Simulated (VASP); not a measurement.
A run of VASP 6.6.1:

Contents of POSCAR:

```
Rh
1.0
    0.0000000000      1.8611670219      1.8611670219
    1.8611670219      0.0000000000      1.8611670219
    1.8611670219      1.8611670219      0.0000000000
Rh
1
Direct
    0.0000000000      0.0000000000      0.0000000000
```

The input INCAR.step1:

```
PREC = Accurate
ENCUT = 520
ISMEAR = 0
SIGMA = 0.1
LREAL = F
LASPH = T
NELM = 100
NBANDS = 14
GGA = PE
ALGO = Normal
EDIFF = 1E-4
LWAVE = T
LCHARG = F
```

The input INCAR.step2:

```
PREC = Accurate
ENCUT = 520
EDIFF = 1E-6
ISMEAR = 0
SIGMA = 0.1
LREAL = F
LASPH = T
NELM = 100
ALGO = Normal
ISIF = 2
LWAVE = F
LCHARG = T
METAGGA = R2SCAN
LMIXTAU = T
LELF = T
LVHAR = T
NBANDS = 14
ISTART = 1
```

File KPOINTS:

```
Automatic mesh
0
Gamma
  18 18 18
```

Potentials or basis: VASP PAW PBE potentials, release 64 (Rh_pv).

Launch:

```console
$ cat potpaw_PBE.64/Rh_pv/POTCAR > POTCAR
$ cp INCAR.step1 INCAR
$ mpirun -np 1 vasp_std > vasp.out
$ cp INCAR.step2 INCAR
$ mpirun -np 1 vasp_std > vasp.out
```

Hardware: 1 thread of Intel(R) Xeon(R) Platinum 8488C (Sapphire Rapids), with other jobs on the host.

Problem. How long does it take, and how much memory?

Solution. It took 67 s on 1 thread of Intel(R) Xeon(R) Platinum 8488C (Sapphire Rapids) (shared host), peak memory 0.15 GiB. Counts: k points 195.
